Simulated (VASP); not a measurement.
# Li3Se2 (R-3m) in VASP: notebook, part 2 of 2

VASP 6.6.1. The steps go on from the part before.

## (3) Single point, PBE

This run uses another cell than the first one, of 20.56 Å³/atom.

Contents of INCAR:

```
PREC = Accurate ; ENCUT = 520
EDIFF = 1E-6 ; ISMEAR = 0
SIGMA = 0.1 ; LREAL = False
LASPH = True ; NELM = 80
ALGO = Normal ; ISIF = 2
LWAVE = False ; LCHARG = False
GGA = PE ; NBANDS = 18
```

Contents of KPOINTS:

```
regular mesh
0
Gamma
  6 6 6
```

Contents of POSCAR:

```
Li3Se2
1.0
    1.9273914024      1.1127799450      7.9865929489
   -1.9273914024      1.1127799450      7.9865929489
    0.0000000000     -2.2255598900      7.9865929489
Li Se
3 2
Direct
    0.0000000000      0.0000000000      0.0000000000
    0.2194320760      0.2194320760      0.2194320760
    0.7805679240      0.7805679240      0.7805679240
    0.4051650010      0.4051650010      0.4051650010
    0.5948349990      0.5948349990      0.5948349990
```

Potentials or basis: VASP PAW PBE potentials, release 64 (Li_sv, Se).

On the command line:

```bash
cat potpaw_PBE.64/Li_sv/POTCAR potpaw_PBE.64/Se/POTCAR > POTCAR
mpirun -np 1 vasp_std > vasp.out
```

OUTCAR:

```text
PREC = Accurate
   ENCUT = 520
   EDIFF = 1E-6
   ISMEAR = 0
   LREAL = False
   LASPH = True
   NELM = 80
   ISIF = 2
   GGA = PE

 ion  position               nearest neighbor table
   1  0.000  0.000  0.000-
   2  0.219  0.219  0.219-   5 2.44   5 2.44   5 2.44
   3  0.781  0.781  0.781-   4 2.44   4 2.44   4 2.44
   4  0.405  0.405  0.405-   3 2.44   3 2.44   3 2.44
   5  0.595  0.595  0.595-   2 2.44   2 2.44   2 2.44

  LATTYP: Found a trigonal (rhomboedric) cell.
 ALAT       =     8.2908855833
 COS(alpha) =     0.8919143629

  Lattice vectors:

 A1 = (   1.9273914024,   1.1127799450,   7.9865929489)
 A2 = (  -1.9273914024,   1.1127799450,   7.9865929489)
 A3 = (   0.0000000000,  -2.2255598900,   7.9865929489)

Analysis of symmetry for initial positions (statically):
=====================================================================
 Subroutine PRICEL returns:
 Original cell was already a primitive cell.

 Routine SETGRP: Setting up the symmetry group for a
 trigonal (rhombohedral) supercell.

 Subroutine GETGRP returns: Found 12 space group operations
[... 176 lines left out ...]
 fundamental gap:      0.0298746118
 Fermi energy:         0.6884902344

 k-point     1 :       0.0000    0.0000    0.0000
  band No.  band energies     occupation
      1     -44.2486      2.00000
      2     -44.2458      2.00000
      3     -44.2011      2.00000
      4     -10.9136      2.00000
      5     -10.6345      2.00000
      6      -1.9387      2.00000
[... 481 lines left out ...]
      5     -10.2025      2.00000
      6      -1.8010      2.00000
[... 10 lines left out ...]
     17       8.9858      0.00000
     18       9.1076      0.00000

 [... further k-points ...]

------------------------ aborting loop because EDIFF is reached ----------------------------------------

  FORCE on cell =-STRESS in cart. coord.  units (eV):
  Direction    XX          YY          ZZ          XY          YZ          ZX
  --------------------------------------------------------------------------------------
  -------------------------------------------------------------------------------------
  Total        0.0201440      0.0201440      0.0070973      0.0000000      0.0000000      0.0000000
  in kB        0.3140244      0.3140244      0.1106402      0.0000000      0.0000000      0.0000000
  external PRESSURE =       0.2462296 kB  Pullay stress =       0.0000000 kB

 VOLUME and BASIS-vectors are now :
 -----------------------------------------------------------------------------
  energy-cutoff  :      520.00
  volume of cell :      102.78
      direct lattice vectors                 reciprocal lattice vectors
     1.927391402  1.112779945  7.986592949     0.259417988  0.149775045  0.041736612
    -1.927391402  1.112779945  7.986592949    -0.259417988  0.149775045  0.041736612
     0.000000000 -2.225559890  7.986592949     0.000000000 -0.299550091  0.041736612

 POSITION                                       TOTAL-FORCE (eV/Angst)
 -----------------------------------------------------------------------------------
      0.00000      0.00000      0.00000         0.000000     -0.000000     -0.000000
      0.00000      0.00000      5.25754         0.000000     -0.000000     -0.002826
      0.00000      0.00000     18.70223         0.000000     -0.000000      0.002826
      0.00000      0.00000      9.70766         0.000000      0.000000     -0.007842
      0.00000      0.00000     14.25212         0.000000     -0.000000      0.007842
 -----------------------------------------------------------------------------------
    total drift:                               -0.000000      0.000000     -0.000000

  FREE ENERGIE OF THE ION-ELECTRON SYSTEM (eV)
  ---------------------------------------------------
  free  energy   TOTEN  =       -16.8661781886 eV

  energy  without entropy=      -16.8559146061  energy(sigma->0) =      -16.86104640
```

Wall time 7.4 min (1 thread of Intel Xeon 8259CL, shared host); peak memory 0.54 GiB.

What came out:

```
Free energy            : -16.8662 eV
Largest force          : 0.008 eV/Å
Band gap on the k mesh : zero (an odd number of electrons rules out a gap without spin polarisation)
```

Forces in eV/Å, atoms in the order of the input:
```
Li   0.000  0.000  0.000
Li   0.000  0.000 -0.003
Li   0.000  0.000  0.003
Se   0.000  0.000 -0.008
Se   0.000  0.000  0.008
```

Levels at points of the mesh, in eV from the Fermi level:
```
           k point  band 8  band 9  band 10  band 11  band 12  band 13  band 14  band 15
(0.00, 0.00, 0.00)    0.52    0.52     0.57     0.57     2.48     5.62     6.47     7.54
(0.50, 0.00, 0.00)   -1.21   -0.53    -0.28    -0.22     3.50     4.38     6.18     7.00
(0.50, 0.50, 0.00)   -0.88   -0.76    -0.62    -0.17     3.47     5.54     6.12     6.26
(0.50, 0.50, 0.50)    0.47    0.47     0.62     0.62     3.71     5.72     5.75     7.23
```

Caveat: the cutoff is under 1.25 times the usual one of these potentials, so pressure, stress and relaxed cells hold a basis-set (Pulay) error.

## (4) Relaxation of cell and atoms, PBE

Contents of INCAR:

```
SYSTEM = Li3Se2
PREC = Accurate
ENCUT = 600
EDIFF = 1E-6
ISMEAR = 0
SIGMA = 0.1
LREAL = .False.
LASPH = .True.
NELM = 80
ALGO = Normal
ISIF = 3
LWAVE = .False.
LCHARG = .False.
GGA = PE
IBRION = 2
NSW = 90
EDIFFG = -0.04
```

Contents of KPOINTS:

```
regular mesh
0
Gamma
  6 6 6
  0 0 0
```

Contents of POSCAR:

```
Li3Se2
1.0
    1.7754208283      1.0250396931      8.2299761315
   -1.7754208283      1.0250396931      8.2299761315
    0.0000000000     -2.0500793863      8.2299761315
Li Se
3 2
Direct
    0.0000000000      0.0000000000      0.0000000000
    0.2095000000      0.2095000000      0.2095000000
    0.7905000000      0.7905000000      0.7905000000
    0.4000000000      0.4000000000      0.4000000000
    0.6000000000      0.6000000000      0.6000000000
```

On the command line:

```bash
cat potpaw_PBE.64/Li_sv/POTCAR potpaw_PBE.64/Se/POTCAR > POTCAR
mpirun -np 1 vasp_std > vasp.out
```

Run time: 41 min. Hardware: 1 thread of Intel Xeon 8259CL, shared host; peak memory 0.76 GiB.

Results (log left out):

| Property | Result |
| --- | --- |
| Free energy | -16.8560 eV |
| Relaxed volume | 19.92 Å³/atom |
| Relaxed cell | a = 8.103 Å, b = 8.103 Å, c = 8.103 Å, α = 27.42°, β = 27.42°, γ = 27.42° |
| Space group after relaxing (to 0.1 Å) | R-3m (No. 166) |
| Energy gained by relaxing | 87.4 meV/atom |
| Ionic steps | 8 |
| Pressure after relaxing | 0.1 GPa |
| Largest force after relaxing | 0.038 eV/Å |
| Band gap on the k mesh | zero (an odd number of electrons rules out a gap without spin polarisation) |

Forces on the atoms (eV/Å):
```
Li   0.000  0.000  0.000
Li   0.000  0.000  0.038
Li   0.000  0.000 -0.038
Se   0.000  0.000  0.001
Se   0.000  0.000 -0.001
```

Stress tensor (GPa, compression positive):
```
0.13 0.00 0.00
0.00 0.13 0.00
0.00 0.00 0.04
```

Step by step:
| step | energy change (eV) | largest force (eV/Å) | pressure (GPa) | volume (Å³) |
| --- | --- | --- | --- | --- |
| 1 | 0.0000 | 0.8708 | 2.30 | 89.87 |
| 2 | -0.2144 | 0.6366 | 1.19 | 93.22 |
| 3 | -0.4132 | 0.2409 | -0.45 | 99.98 |
| 4 | -0.4228 | 0.1903 | -0.76 | 101.55 |
| 5 | -0.4235 | 0.1832 | -0.83 | 101.90 |
| 6 | -0.4358 | 0.0708 | -0.07 | 99.84 |
| 7 | -0.4363 | 0.0427 | 0.13 | 99.34 |
| 8 | -0.4369 | 0.0381 | 0.10 | 99.58 |

Final structure:
```
Li Se
1.0
     1.92057    1.10884    7.79364
    -1.92057    1.10884    7.79364
     0.00000   -2.21769    7.79364
Li Se
3 2
Direct
  0.00000 0.00000 0.00000
  0.21527 0.21527 0.21527
  0.78473 0.78473 0.78473
  0.40701 0.40701 0.40701
  0.59299 0.59299 0.59299
```

Levels at points of the mesh, in eV from the Fermi level:
| k point | band 9 | band 10 | band 11 | band 12 | band 13 | band 14 |
| --- | --- | --- | --- | --- | --- | --- |
| (0.00, 0.00, 0.00) | 0.53 | 0.55 | 0.55 | 2.56 | 5.61 | 6.52 |
| (0.50, 0.00, 0.00) | -0.52 | -0.32 | -0.20 | 3.41 | 4.32 | 6.17 |
| (0.50, 0.50, 0.00) | -0.76 | -0.65 | -0.16 | 3.35 | 5.49 | 6.26 |
| (0.50, 0.50, 0.50) | 0.45 | 0.64 | 0.64 | 3.86 | 5.73 | 5.78 |

Caveat: the cutoff is under 1.25 times the usual one of these potentials, so pressure, stress and relaxed cells hold a basis-set (Pulay) error.

## (5) Single point, PBE

This run uses another cell than the first one, of 18.87 Å³/atom.

Contents of INCAR:

```
SYSTEM = Li3Se2
ALGO     = Normal         ! electronic algorithm
EDIFF    = 1E-6           ! SCF threshold, eV
ENCUT    = 520            ! plane-wave cutoff, eV
GGA      = PE             ! functional
ISIF     = 2              ! what is computed and relaxed
ISMEAR   = 0              ! smearing method
LASPH    = .TRUE.         ! aspherical terms in the spheres
LCHARG   = .FALSE.        ! write CHGCAR
LREAL    = .FALSE.        ! projectors in reciprocal space
LWAVE    = .FALSE.        ! write WAVECAR
NBANDS   = 18             ! bands
NELM     = 60             ! most SCF steps
PREC     = Accurate       ! precision mode
SIGMA    = 0.1            ! smearing width, eV
```

Contents of KPOINTS:

```
k-points
0
G
  12 12 12
  0 0 0
```

Contents of POSCAR:

```
Li3Se2
1.0
    2.1447914700      1.2382959326      5.9208292141
   -2.1447914700      1.2382959326      5.9208292141
    0.0000000000     -2.4765918651      5.9208292141
Li Se
3 2
Direct
    0.0000000000      0.0000000000      0.0000000000
    0.2409969427      0.2409969427      0.2409969427
    0.7590030573      0.7590030573      0.7590030573
    0.4140227665      0.4140227665      0.4140227665
    0.5859772335      0.5859772335      0.5859772335
```

On the command line:

```bash
cat potpaw_PBE.64/Li_sv/POTCAR potpaw_PBE.64/Se/POTCAR > POTCAR
mpirun -np 1 vasp_std > vasp.out
```

Wall time 14 min (1 thread of Intel Xeon 8259CL, shared host); peak memory 0.51 GiB.

The run converged. Its results:

| Quantity | Value |
| --- | --- |
| Free energy | -17.5350 eV |
| Band gap on the k mesh | zero (an odd number of electrons rules out a gap without spin polarisation) |

Forces on the atoms (eV/Å):
```
Li   0.000  0.000  0.000
Li   0.000  0.000 -0.003
Li   0.000  0.000  0.003
Se   0.000  0.000 -0.002
Se   0.000  0.000  0.002
```

Levels at points of the mesh, in eV from the Fermi level:
| k point | band 7 | band 8 | band 9 | band 10 | band 11 | band 12 | band 13 | band 14 | band 15 | band 16 |
| --- | --- | --- | --- | --- | --- | --- | --- | --- | --- | --- |
| (0.00, 0.00, 0.00) | -1.43 | -1.43 | -1.28 | -1.28 | 0.92 | 2.55 | 4.10 | 4.69 | 4.69 | 5.54 |
| (0.50, 0.00, 0.00) | -3.74 | -2.21 | -2.02 | -1.90 | 0.12 | 3.51 | 3.75 | 4.88 | 6.69 | 7.59 |
| (0.50, 0.50, 0.00) | -3.49 | -2.73 | -2.04 | -1.12 | -0.80 | 3.68 | 4.47 | 5.54 | 5.95 | 6.32 |
| (0.50, 0.50, 0.50) | -1.81 | -1.81 | -1.74 | -0.80 | -0.80 | 2.93 | 4.21 | 4.21 | 4.76 | 5.51 |

Caveat: the cutoff is under 1.25 times the usual one of these potentials, so pressure, stress and relaxed cells hold a basis-set (Pulay) error.

## (6) Overview

| task | cell | k mesh | cutoff (eV) | gap on the mesh (eV) | largest force (eV/Å) |
| --- | --- | --- | --- | --- | --- |
| single point | a = 8.481 Å, angles 24.2°, 5 atoms, atomic positions A | 6 × 6 × 6 | 520 | none | 0.87 |
| single point | a = 8.291 Å, angles 26.9°, 5 atoms, atomic positions B | 6 × 6 × 6 | 520 | none | 0.01 |
| relaxation of cell and atoms | relaxed from a = 8.481 Å, angles 24.2°, 5 atoms, atomic positions A | 6 × 6 × 6 | 600 | none | 0.04 |
| single point | a = 6.418 Å, angles 39.0°, 5 atoms, atomic positions C | 12 × 12 × 12 | 520 | none | - |

Alike in all rows: level PBE; potentials or basis VASP PAW PBE potentials, release 64 (Li_sv, Se); no spin polarisation; smearing gaussian 0.1 eV.

Caveats: the cutoff is under 1.25 times the usual one of these potentials, so pressure, stress and relaxed cells hold a basis-set (Pulay) error.

Total energies depend on the potentials used, so only differences within one code and one set of settings carry meaning.

The gap in the log of VASP goes by the Fermi energy; the results here count the filled bands.